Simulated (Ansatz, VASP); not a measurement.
## Two plane-wave programs on MgO

```
Mg O
1.0
     0.00000    2.10211    1.97598
     2.10211    0.00000    1.97598
     2.10211    2.10211    0.00000
Mg O
1 1
Direct
  0.00000 0.00000 0.00000
  0.50000 0.50000 0.50000
```

Change from the starting cell: strain -0.0600 x Voigt [0, 0, 1, 0, 0, 0], atoms carried along.

Alike in both runs: task single point; functional r2SCAN; k mesh 10 × 10 × 10; occupations gaussian, width 0.05 eV; no spin polarisation.

|  | VASP | Ansatz |
| --- | --- | --- |
| version | VASP 6.6.1 | Ansatz 0.2.0 |
| potentials or method | VASP PAW PBE potentials, release 64 (Mg, O), cutoff 520 eV | scalar-relativistic, plane waves, PAW |
| valence electrons in the cell | 8 | 16 |

Ansatz gave:

- gap on the k mesh at the Fermi level (eV): 6.26
- least direct gap on the mesh (eV): 6.26
- pressure (GPa): 13.4
- traceless stress, the component that is largest in VASP (GPa): 13.87

Q: Which values does VASP return?

A: gap on the k mesh at the Fermi level (eV): 6.23; least direct gap on the mesh (eV): 6.23; pressure (GPa): 12.3; traceless stress, the component that is largest in VASP (GPa): 13.99.

VASP's potentials were made for PBE, not for r2SCAN. With one functional, cell and mesh, what is left measures potentials, basis and numerics. VASP's potentials hold 8 valence electrons a cell and Ansatz's 16, so a difference there can come from the potentials and not from the codes.
